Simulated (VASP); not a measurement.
A run of VASP 6.6.1:

INCAR

```
PREC = Accurate ; ENCUT = 1340
EDIFF = 1E-6 ; ISMEAR = 0
SIGMA = 0.1 ; LREAL = F
LASPH = T ; NELM = 120
ALGO = Normal ; ISIF = 2
LWAVE = F ; LCHARG = F
GGA = PE ; NBANDS = 38
GGA_COMPAT = F
```

File KPOINTS:

```
regular mesh
0
Gamma
  4 4 4
```

File POSCAR:

```
KZnWO4
1.0
    0.0000000000      4.3490668889      4.3490668889
    4.3490668889      0.0000000000      4.3490668889
    4.3490668889      4.3490668889      0.0000000000
K Zn W O
1 1 1 4
Direct
    0.2500000000      0.2500000000      0.2500000000
    0.0000000000      0.0000000000      0.0000000000
    0.7500000000      0.7500000000      0.7500000000
    0.8700642849      0.8700642849      0.3898071453
    0.3898071453      0.8700642849      0.8700642849
    0.8700642849      0.8700642849      0.8700642849
    0.8700642849      0.3898071453      0.8700642849
```

Potentials or basis: VASP PAW PBE potentials, release 64 (K_sv, Zn, W_sv, O_h).

Command:

```sh
$ cat potpaw_PBE.64/K_sv/POTCAR potpaw_PBE.64/Zn/POTCAR potpaw_PBE.64/W_sv/POTCAR potpaw_PBE.64/O_h/POTCAR > POTCAR
$ mpirun -np 1 vasp_std > vasp.out
```

Hardware: 1 thread of Intel(R) Xeon(R) 6975P-C (Granite Rapids), with other jobs on the host.

Estimate the wall time of this run.

Wall time 3.9 min on 1 thread of Intel(R) Xeon(R) 6975P-C (Granite Rapids), on a shared host, peak memory 1.1 GiB. Counts: scf iterations 17, k points 8.
